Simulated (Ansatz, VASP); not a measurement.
**LiF in VASP and in Ansatz**

POSCAR

```
LiF
1.0
    0.0000000000      2.0140000000      2.0140000000
    2.0140000000      0.0000000000      2.0140000000
    2.0140000000      2.0140000000      0.0000000000
Li F
1 1
Direct
    0.0558589871     -0.0558589871     -0.1675769613
    0.5000000000      0.5000000000      0.5000000000
```

INCAR.step1

```
PREC     = Accurate       # precision mode
ENCUT    = 520            # plane-wave cutoff, eV
ISMEAR   = 0              # smearing method
SIGMA    = 0.05           # smearing width, eV
LREAL    = F              # projectors in reciprocal space
LASPH    = T              # aspherical terms in the spheres
NELM     = 80             # most SCF steps
NBANDS   = 12             # bands
GGA      = PE             # functional
ALGO     = Normal         # electronic algorithm
EDIFF    = 1E-4           # SCF threshold, eV
LWAVE    = T              # write WAVECAR
LCHARG   = F              # write CHGCAR
```

File INCAR.step2:

```
PREC     = Accurate       # precision mode
ENCUT    = 520            # plane-wave cutoff, eV
EDIFF    = 1E-7           # SCF threshold, eV
ISMEAR   = 0              # smearing method
SIGMA    = 0.05           # smearing width, eV
LREAL    = F              # projectors in reciprocal space
LASPH    = T              # aspherical terms in the spheres
NELM     = 80             # most SCF steps
ALGO     = Normal         # electronic algorithm
ISIF     = 2              # what is computed and relaxed
LWAVE    = F              # write WAVECAR
LCHARG   = F              # write CHGCAR
METAGGA  = R2SCAN         # meta-GGA
LMIXTAU  = T            
NBANDS   = 12             # bands
ISTART   = 1
```

File KPOINTS:

```
Automatic mesh
0
Gamma
  10 10 10
```

Input for Ansatz:

```yaml
crystal:
  lattice:
    - [0.0, 2.014, 2.014]
    - [2.014, 0.0, 2.014]
    - [2.014, 2.014, 0.0]
  atoms:
    - { symbol: Li, position: [0.0558589871, -0.0558589871, -0.1675769613] }
    - { symbol: F, position: [0.5, 0.5, 0.5] }
basis:
  ecutwfc: 500
kpoints:
  mp_grid: { grid: [10, 10, 10] }
hamiltonian:
  xc: r2scan
scf:
  occupations: { method: gaussian, width: 0.05 }
output:
  forces: true
  stress: true
  eigenvalues: true
  write_density: true
  write_potential: true
  elf: true
  volumetric_format: npy
```

Alike in both runs: task single point; functional r2SCAN; k mesh 10 × 10 × 10; occupations gaussian, width 0.05 eV; no spin polarisation.

|  | VASP | Ansatz |
| --- | --- | --- |
| version | VASP 6.6.1 | Ansatz 0.2.0 |
| potentials or method | VASP PAW PBE potentials, release 64 (Li_sv, F), cutoff 520 eV | scalar-relativistic, plane waves, PAW |
| valence electrons in the cell | 10 | 10 |

Ansatz gave:

* gap on the k mesh at the Fermi level (eV): 9.66
* least direct gap on the mesh (eV): 9.66
* rms of the force components (eV/Å): 1.292

Problem. What did VASP give for the same quantities?

Solution. gap on the k mesh at the Fermi level (eV): 9.79; least direct gap on the mesh (eV): 9.79; rms of the force components (eV/Å): 1.424.

VASP's potentials were made for PBE, not for r2SCAN. Atom by atom the forces differ by 0.133 eV/Å (rms over components).

Noted on VASP's run: the cutoff is short for stress, so the pressure is rough.
